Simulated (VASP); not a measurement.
Runs of VASP 6.6.1 on CaZr3. The structure is that of space group Pm-3m (No. 221), or close to it. The cells are those of the table. 

```csv
task,cell,k mesh,cutoff (eV),gap on the mesh (eV),pressure (GPa),relaxed volume (Å³/atom)
single point,"a = 4.653 Å, 4 atoms",10 × 10 × 10,520,none,0.0,-
single point,"a = 4.221 Å, 4 atoms",4 × 4 × 4,520,none,31.3,-
relaxation of cell and atoms,"relaxed from a = 4.221 Å, 4 atoms",4 × 4 × 4,600,none,-0.1,25.20
single point,"a = 4.650 Å, 4 atoms",4 × 4 × 4,520,none,0.1,-
relaxation of cell and atoms,"relaxed from a = 4.650 Å, 4 atoms",10 × 10 × 10,600,none,0.0,(a)
```

Alike in all rows: level PBE; potentials or basis VASP PAW PBE potentials, release 64 (Ca_sv, Zr_sv); no spin polarisation; smearing gaussian 0.1 eV.

**Question.** Fill in the values left out.

**Answer.** (a) 25.19.

Caveats: some runs use coarse meshes; the volume moved by over 15 % at a fixed basis, so the end points are rough (some runs).

A k mesh can miss the band edges, and the runs leave out spin-orbit coupling on Zr.

A gap of «none» marks levels without a gap at the run's occupations.
